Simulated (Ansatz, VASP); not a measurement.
**SrO in VASP and in Ansatz**

```
CELL_PARAMETERS angstrom
3.95527 0.00000 0.00000
0.00000 3.95967 0.00000
0.00000 0.00000 5.66850
ATOMIC_POSITIONS crystal
Sr 0.00000 0.75123 0.02754
Sr 0.50000 0.24877 0.52754
O 0.00000 0.25191 0.27746
O 0.50000 0.74809 0.77746
```

Change from the starting cell: ordered vacancies on the anion sites of rutile (Pmn2_1, No. 31).

Alike in both runs: functional PBE; k mesh 4 × 4 × 4; occupations gaussian, width 0.1 eV; no spin polarisation.

Ansatz relaxed the structure, and its values are those at the end. VASP's run is a single point on that final structure, the one shown.

```csv
,VASP,Ansatz
version,VASP 6.6.1,Ansatz 0.2.0
potentials or method,"VASP PAW PBE potentials, release 64 (Sr_sv, O), cutoff 520 eV","scalar-relativistic, plane waves, PAW"
valence electrons in the cell,32,32
```

|  | VASP | Ansatz | Ansatz less VASP |
| --- | --- | --- | --- |
| gap on the k mesh at the Fermi level (eV) | 2.47 | 2.46 | -0.005 |
| least direct gap on the mesh (eV) | 2.48 | 2.47 | -0.005 |
| pressure (GPa) | 0.2 | -0.2 | -0.42 |
| rms of the force components (eV/Å) | 0.008 | 0.008 | +0.0002 |

The functional is the same, so the differences come from potentials, cutoffs and numerics.
